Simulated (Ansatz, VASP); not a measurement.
**One calculation of H14CO8, two programs**

```
O H C
1.0
     6.24025    0.00000    0.00000
     0.00000    6.24025    0.00000
     0.00000    0.00000    6.24025
O H C
8 14 1
Direct
  0.70833 0.25002 0.73226
  0.43248 0.82513 0.31533
  0.98680 0.51080 0.94467
  0.70797 0.87061 0.94843
  0.28127 0.81780 0.87323
  0.53711 0.39027 0.32471
  0.02987 0.94863 0.51119
  0.12315 0.22087 0.28558
  0.58951 0.30062 0.81974
  0.73031 0.10092 0.78593
  0.54782 0.86827 0.21787
  0.46440 0.67015 0.33395
  0.90416 0.41046 0.85235
  0.02092 0.42682 0.07357
  0.80728 0.74734 0.95019
  0.57015 0.81541 0.89220
  0.28957 0.85352 0.02716
  0.18433 0.69169 0.87348
  0.39836 0.31500 0.32116
  0.60454 0.33756 0.45695
  0.17948 0.94958 0.56730
  0.83008 0.06995 0.29315
  0.99626 0.08720 0.35566
```

Alike in both runs: functional PBE; k mesh 1 × 1 × 1; occupations fermi-dirac, width 0.05 eV; no spin polarisation.

Ansatz relaxed the structure, and its values are those at the end. VASP's run is a single point on that final structure, the one shown.

```csv
,VASP,Ansatz
version,VASP 6.6.1,Ansatz 0.2.0
potentials or method,"VASP PAW PBE potentials, release 64 (O, H, C), cutoff 520 eV","scalar-relativistic, plane waves, PAW"
valence electrons in the cell,66,66
```

Ansatz gave:

```
rms of the force components (eV/Å) : 0.107
```

**Question.** Which values does VASP return?

**Answer.** rms of the force components (eV/Å): 0.101.

With one functional, cell and mesh, what is left measures potentials, basis and numerics.

Noted on VASP's run: the standard files for N, O and F lose accuracy on very short bonds.
